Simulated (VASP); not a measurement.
# Si (P1) in VASP: single point with PBE

Aim: the single point of Si with PBE.

All numbers are computed with VASP 6.6.1; they aren't measurements. Logs are shortened: lines on timing, memory, paths and dates and some standing lists are left out, and cuts for length are marked.

### Step 1. The cell of the first run

The typed cell holds 8 atoms: a = 5.110 Å, b = 5.110 Å, c = 7.478 Å, α = 107.01°, β = 107.05°, γ = 98.20°.

### Step 2. Single point, PBE (atom 1 (Si) moved by +0.000 Å along [0 1 0] and +0.495 Å along [0 0 1])

Contents of INCAR:

```
SYSTEM = Si
PREC = Accurate
ENCUT = 520
EDIFF = 1E-6
ISMEAR = 0
SIGMA = 0.05
LREAL = .False.
LASPH = .True.
NELM = 60
ALGO = Normal
ISIF = 2
LWAVE = .False.
LCHARG = .False.
GGA = PE
NBANDS = 26
```

Contents of KPOINTS:

```
Automatic mesh
0
Gamma
  8 8 8
  0 0 0
```

Contents of POSCAR:

```
Si
1.0
    3.3455832253     -3.3455832253      1.9304179686
    3.3455832253      3.3455832253     -1.9304179686
   -3.3455832253      3.3455832253      5.7912539057
Si
8
Direct
    0.1534105419      0.3572210152      0.1534105419
    0.5893052538      0.3572210152      0.5893052538
    0.4106947462      0.6427789848      0.4106947462
    0.9106947462      0.6427789848      0.9106947462
    0.7320842385      0.0000000000      0.0893052538
    0.2320842386      0.0000000000      0.5893052538
    0.7679157615      0.0000000000      0.4106947462
    0.2679157614      0.0000000000      0.9106947462
```

Potentials or basis: VASP PAW PBE potentials, release 64 (Si).

Command:

```bash
$ cat potpaw_PBE.64/Si/POTCAR > POTCAR
$ mpirun -np 1 vasp_std > vasp.out
```

OUTCAR:

```text
SYSTEM = Si
   PREC = Accurate
   ENCUT = 520
   EDIFF = 1E-6
   ISMEAR = 0
   LREAL = .False.
   LASPH = .True.
   NELM = 60
   ISIF = 2
   GGA = PE

 ion  position               nearest neighbor table
   1  0.153  0.357  0.153-   3 1.97   8 2.44   5 2.44   4 2.78
   2  0.589  0.357  0.589-   4 2.36   3 2.36   6 2.39   7 2.39
   3  0.411  0.643  0.411-   1 1.97   2 2.36   6 2.39   7 2.39
   4  0.911  0.643  0.911-   2 2.36   8 2.39   5 2.39   1 2.78
   5  0.732  0.000  0.089-   8 2.36   7 2.36   4 2.39   1 2.44
   6  0.232  0.000  0.589-   7 2.36   8 2.36   2 2.39   3 2.39
   7  0.768  0.000  0.411-   6 2.36   5 2.36   3 2.39   2 2.39
   8  0.268  0.000  0.911-   5 2.36   6 2.36   4 2.39   1 2.44

  LATTYP: Found a base centered monoclinic cell.
 ALAT       =     7.7251383550
 B/A-ratio  =     0.8661549015
 C/A-ratio  =     0.9995512727
 COS(beta)  =    -0.4997756363

  Lattice vectors:

 A1 = (   3.3455832253,   3.3455832253,  -1.9304179686)
 A2 = (  -3.3455832253,   3.3455832253,  -1.9304179686)
 A3 = (   0.0000000000,   0.0000000000,   7.7216718743)

Analysis of symmetry for initial positions (statically):
=====================================================================
 Subroutine PRICEL returns:
 Original cell was already a primitive cell.

 Routine SETGRP: Setting up the symmetry group for a
 base centered monoclinic supercell.

 Subroutine GETGRP returns: Found  1 space group operations
 (whereof  1 operations were pure point group operations)
 out of a pool of  4 trial point group operations.

The static configuration has the point symmetry C_1 .

Analysis of symmetry for dynamics (positions and initial velocities):
=====================================================================
 Subroutine PRICEL returns:
 Original cell was already a primitive cell.

 Routine SETGRP: Setting up the symmetry group for a
 base centered monoclinic supercell.

 Subroutine GETGRP returns: Found  1 space group operations
 (whereof  1 operations were pure point group operations)
 out of a pool of  4 trial point group operations.

The dynamic configuration has the point symmetry C_1 .

 Subroutine INISYM returns: Found  1 space group operations
 (whereof  1 operations are pure point group operations),
 and found     1 'primitive' translations

----------------------------------------------------------------------------------------

                                     Primitive cell

  volume of cell :     172.8562

  direct lattice vectors                    reciprocal lattice vectors
     3.345583225 -3.345583225  1.930417969     0.149450773 -0.074725387  0.129505632
     3.345583225  3.345583225 -1.930417969     0.149450773  0.149450773  0.000000000
    -3.345583225  3.345583225  5.791253906     0.000000000  0.074725387  0.129505632

  length of vectors
     5.110026200  5.110026200  7.478266914     0.211402758  0.211355310  0.149517866

  position of ions in fractional coordinates (direct lattice)
     0.153410542  0.357221015  0.153410542
     0.589305254  0.357221015  0.589305254
     0.410694746  0.642778985  0.410694746
     0.910694746  0.642778985  0.910694746
     0.732084239  0.000000000  0.089305254
     0.232084239  0.000000000  0.589305254
     0.767915761  0.000000000  0.410694746
     0.267915761  0.000000000  0.910694746

  ion indices of the primitive-cell ions
   primitive index   ion index
                 1           1
                 2           2
                 3           3
                 4           4
                 5           5
                 6           6
                 7           7
                 8           8

----------------------------------------------------------------------------------------

 KPOINTS: Automatic mesh

Automatic generation of k-mesh.
 Grid dimensions read from file:
 generate k-points for:    8    8    8

 Generating k-lattice:

  Cartesian coordinates                     Fractional coordinates (reciprocal lattice)
     0.018681347 -0.009340673  0.016188204     0.125000000  0.000000000 -0.000000000
     0.018681347  0.018681347  0.000000000     0.000000000  0.125000000  0.000000000
     0.000000000  0.009340673  0.016188204     0.000000000  0.000000000  0.125000000

  Length of vectors
     0.026425345  0.026419414  0.018689733

  Shift w.r.t. Gamma in fractional coordinates (k-lattice)
     0.000000000  0.000000000  0.000000000

 Subroutine IBZKPT returns following result:
 ===========================================

 Found    260 irreducible k-points:

 Following reciprocal coordinates:
            Coordinates               Weight
  0.000000  0.000000  0.000000      1.000000
  0.125000 -0.000000 -0.000000      2.000000
  0.000000  0.125000 -0.125000      2.000000
  0.250000 -0.000000 -0.000000      2.000000
  0.000000  0.250000 -0.250000      2.000000
  0.375000 -0.000000  0.000000      2.000000
[... 16 lines left out ...]
  0.125000 -0.250000  0.125000      2.000000
 -0.125000  0.125000  0.000000      2.000000
 [... further k-points ...]
   k-points           NKPTS =    260   k-points in BZ     NKDIM =    260   number of bands    NBANDS=     26
   number of dos      NEDOS =    301   number of ions     NIONS =      8
   total plane-waves  NPLWV =  89600
   dimension x,y,z NGX =    40 NGY =   40 NGZ =   56
   dimension x,y,z NGXF=    80 NGYF=   80 NGZF=  112
   ions per type =               8
   NGX,Y,Z   is equivalent  to a cutoff of  13.01, 13.01, 12.45 a.u.
   NGXF,Y,Z  is equivalent  to a cutoff of  26.03, 26.03, 24.90 a.u.
 SYSTEM =  Si
   PREC   = accura    normal or accurate (medium, high low for compatibility)
   ISTART =      0    job   : 0-new  1-cont  2-samecut
   ICHARG =      2    charge: 1-file 2-atom 10-const
   ISPIN  =      1    spin polarized calculation?
   LNONCOLLINEAR =      F non collinear calculations
   LSORBIT =      F    spin-orbit coupling
   LASPH  =      T    aspherical Exc in radial PAW
   ENCUT  =  520.0 eV  38.22 Ry    6.18 a.u.   9.50  9.50 13.90*2*pi/ulx,y,z
   NELM   =     60;   NELMIN=  2; NELMDL= -5     # of ELM steps
   EDIFF  = 0.1E-05   stopping-criterion for ELM
   LREAL  =      F    real-space projection
   EDIFFG = 0.1E-04   stopping-criterion for IOM
   NSW    =      0    number of steps for IOM
   IBRION =     -1    ionic relax: 0-MD 1-quasi-New 2-CG
   NFREE  =      0    steps in history (QN), initial steepest desc. (CG)
   ISIF   =      2    stress and relaxation
   ISYM   =      2    0-nonsym 1-usesym 2-fastsym
   POTIM  = 0.5000    time-step for ionic-motion
   TEBEG  =    0.0;   TEEND  =   0.0 temperature during run
   PSTRESS=    0.0 pullay stress
   NELECT =      32.0000    total number of electrons
   NUPDOWN=      -1.0000    fix difference up-down
   EMIN   =  10.00;   EMAX   =-10.00  energy-range for DOS
   EFERMI =   0.00;   METHOD = LEGACY
   ISMEAR =     0;   SIGMA  =   0.05  broadening in eV -4-tet -1-fermi 0-gaus
   EFERMI_NEDOS =   21; number of points for ismear=-14 and -15
   IALGO  =     38    algorithm
   IMIX   =      4    mixing-type and parameters
     AMIX     =   0.40;   BMIX     =  1.00
     AMIX_MAG =   1.60;   BMIX_MAG =  1.00
  volume/ion in A,a.u.               =      21.61       145.81
  Fermi-wavevector in a.u.,A,eV,Ry     =   0.933032  1.763175 11.844531  0.870548
  Thomas-Fermi vector in A             =   2.059691
   LORBIT       =      0    0 simple, 1 ext, 2 COOP (PROOUT), +10 PAW based schemes
   GGA     = PE    functional components
   LHFCALC =     F    Hartree Fock is set to
   AEXX    =    0.0000 exact exchange contribution
   IVDW    =     0    specifies the selected vdW correction
   LEPSILON=     F    determine dielectric tensor
   LRPA    =     F    only Hartree local field effects (RPA)
 non-spin polarized calculation
 Gauss-broadening in eV      SIGMA  =   0.05
  energy-cutoff  :      520.00
  volume of cell :      172.86
 maximum number of plane-waves:      4704
 NGX is ok and might be reduce to    40
   NGX = 19   NGY = 19   NGZ = 27

 number of electron      32.0000000 magnetization

 Free energy of the ion-electron system (eV)
  ---------------------------------------------------
  ext. energy  EPLUGINS =         0.00000000
  ---------------------------------------------------
  free energy    TOTEN  =       -40.89716330 eV

  energy without entropy =      -40.89680648  energy(sigma->0) =      -40.89698489

 E-fermi :   5.4751     XC(G=0):  -9.0273

 val. band max:        5.4187020017   @ k =  -0.3750   0.5000   0.3750
 cond. band min:       5.4835850125   @ k =  -0.2500  -0.2500   0.2500
 fundamental gap:      0.0648830108
 Fermi energy:         5.4751440280

 k-point     1 :       0.0000    0.0000    0.0000
  band No.  band energies     occupation
      1      -6.7789      2.00000
      2      -4.5347      2.00000
      3      -3.6187      2.00000
      4      -2.5751      2.00000
      5      -2.2541      2.00000
      6      -0.5179      2.00000
[... 18 lines left out ...]
     25       8.5435      0.00000
     26       8.9079      0.00000

 k-point     2 :       0.1250   -0.0000   -0.0000
  band No.  band energies     occupation
      1      -6.6982      2.00000
      2      -4.5771      2.00000
      3      -3.5158      2.00000
      4      -2.7881      2.00000
      5      -2.4959      2.00000
      6      -0.5714      2.00000
[... 18 lines left out ...]
     25       8.7631      0.00000
     26       9.0738      0.00000

 k-point     3 :       0.0000    0.1250   -0.1250
  band No.  band energies     occupation
      1      -6.6975      2.00000
      2      -4.5610      2.00000
      3      -3.7068      2.00000
      4      -2.6820      2.00000
      5      -2.3080      2.00000
      6      -0.5050      2.00000
[... 572 lines left out ...]
 k-point    23 :       0.1250   -0.2500    0.1250
  band No.  band energies     occupation
      1      -6.4564      2.00000
      2      -4.4296      2.00000
      3      -3.9687      2.00000
      4      -2.9897      2.00000
      5      -2.6591      2.00000
      6      -0.6904      2.00000
[... 18 lines left out ...]
     25       8.9263      0.00000
     26       9.8295      0.00000

 k-point    24 :      -0.1250    0.1250    0.0000
  band No.  band energies     occupation
      1      -6.6574      2.00000
      2      -4.4370      2.00000
      3      -3.7064      2.00000
      4      -2.8387      2.00000
      5      -2.5227      2.00000
      6      -0.6927      2.00000
[... 18 lines left out ...]
     25       9.2164      0.00000
     26       9.3298      0.00000

 [... further k-points ...]

------------------------ aborting loop because EDIFF is reached ----------------------------------------

  FORCE on cell =-STRESS in cart. coord.  units (eV):
  Direction    XX          YY          ZZ          XY          YZ          ZX
  --------------------------------------------------------------------------------------
  -------------------------------------------------------------------------------------
  Total        1.8300950      1.8809666      4.3242356      2.3251387      4.4364159      4.3576446
  in kB       16.9628645     17.4343862     40.0806652     21.5513481     41.1204467     40.3903280
  external PRESSURE =      24.8259719 kB  Pullay stress =       0.0000000 kB

 VOLUME and BASIS-vectors are now :
 -----------------------------------------------------------------------------
  energy-cutoff  :      520.00
  volume of cell :      172.86
      direct lattice vectors                 reciprocal lattice vectors
     3.345583225 -3.345583225  1.930417969     0.149450773 -0.074725387  0.129505632
     3.345583225  3.345583225 -1.930417969     0.149450773  0.149450773  0.000000000
    -3.345583225  3.345583225  5.791253906     0.000000000  0.074725387  0.129505632

 POSITION                                       TOTAL-FORCE (eV/Angst)
 -----------------------------------------------------------------------------------
      1.19511      1.19511      0.49500        -3.110092     -3.066200     -7.217282
      1.19511      1.19511      3.86084         0.000501     -0.017653      0.268902
      2.15047      2.15047      1.93042         3.130391      3.118911      5.072001
      2.15047      2.15047      5.79125        -0.292605     -0.280229      1.306061
      2.15047     -2.15047      1.93042         0.209590     -0.250309      0.356862
     -1.19511      1.19511      3.86084         0.073451      0.234870     -0.069194
      1.19511     -1.19511      3.86084        -0.088496     -0.066222     -0.155981
     -2.15047      2.15047      5.79125         0.077260      0.326832      0.438629
 -----------------------------------------------------------------------------------
    total drift:                               -0.000018     -0.000013     -0.000000

  FREE ENERGIE OF THE ION-ELECTRON SYSTEM (eV)
  ---------------------------------------------------
  free  energy   TOTEN  =       -40.8971633037 eV

  energy  without entropy=      -40.8968064827  energy(sigma->0) =      -40.89698489
```

Wall time 40 min (1 thread of Intel Xeon 8259CL, shared host); peak memory 0.8 GiB.

What came out:

* Free energy: -40.8972 eV
* Pressure: 2.5 GPa
* Largest force: 8.436 eV/Å
* Band gap on the k mesh: zero (filled and empty bands overlap)

Forces in eV/Å, atoms in the order of the input:
```
Si  -3.110 -3.066 -7.217
Si   0.001 -0.018  0.269
Si   3.130  3.119  5.072
Si  -0.293 -0.280  1.306
Si   0.210 -0.250  0.357
Si   0.073  0.235 -0.069
Si  -0.088 -0.066 -0.156
Si   0.077  0.327  0.439
```

Stress tensor (GPa, compression positive):
```
1.70 2.16 4.04
2.16 1.74 4.11
4.04 4.11 4.01
```

Caveat: the cell differs from its parent crystal (atom 1 (Si) moved by +0.000 Å along [0 1 0] and +0.495 Å along [0 0 1]); semilocal functionals underestimate gaps, and a narrow one can read as zero; forces of over 1 eV/Å act on the atoms, so gaps and moduli don't describe the material at rest.

The gap in the log of VASP goes by the Fermi energy; the results here count the filled bands.